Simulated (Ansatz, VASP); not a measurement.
**BN in VASP and in Ansatz**

INCAR

```
PREC = Accurate
ENCUT = 600
EDIFF = 1E-6
ISMEAR = 0
SIGMA = 0.05
LREAL = F
LASPH = T
NELM = 120
ALGO = Normal
ISIF = 2
LWAVE = F
LCHARG = F
GGA = PE
NBANDS = 11
GGA_COMPAT = F
```

KPOINTS

```
regular mesh
0
Gamma
  12 12 12
```

File POSCAR:

```
BN
1.0
    0.0000000000      1.7835995359      1.7835995359
    1.7835995359      0.0000000000      1.7835995359
    1.6918036131      1.6918036131      0.0917959228
B N
1 1
Direct
    0.0000000000      0.0000000000      0.0000000000
    0.7500000000      0.7500000000      0.7500000000
```

Input for Ansatz:

```yaml
crystal:
  lattice:
    - [0.0, 1.7835995359, 1.7835995359]
    - [1.7835995359, 0.0, 1.7835995359]
    - [1.6918036131, 1.6918036131, 0.0917959228]
  atoms:
    - { symbol: B, position: [0.0, 0.0, 0.0] }
    - { symbol: "N", position: [0.75, 0.75, 0.75] }
basis:
  ecutwfc: 520.0
kpoints:
  mp_grid: { grid: [12, 12, 12] }
hamiltonian:
  xc: pbe
  pseudopotentials: { kind: paw, azcp: { folder: soft_1 } }
scf:
  occupations: { method: gaussian, width: 0.05 }
output:
  forces: true
  stress: true
  eigenvalues: true
  write_density: true
  write_potential: true
  elf: true
  volumetric_format: npy
```

Alike in both runs: task single point; functional PBE; k mesh 12 × 12 × 12; occupations gaussian, width 0.05 eV; no spin polarisation.

|  | VASP | Ansatz |
| --- | --- | --- |
| version | VASP 6.6.1 | Ansatz 0.2.0 |
| potentials or method | VASP PAW PBE potentials, release 64 (B, N), cutoff 600 eV | scalar-relativistic, plane waves, PAW |
| valence electrons in the cell | 8 | 8 |

Ansatz gave:

| Item | Value |
| --- | --- |
| gap on the k mesh at the Fermi level (eV) | 4.29 |
| least direct gap on the mesh (eV) | 8.52 |
| rms of the force components (eV/Å) | 0.685 |

Task: Which values does VASP return?

Result: gap on the k mesh at the Fermi level (eV): 4.28; least direct gap on the mesh (eV): 8.51; rms of the force components (eV/Å): 0.696.

Atom by atom the forces differ by 0.011 eV/Å (rms over components).
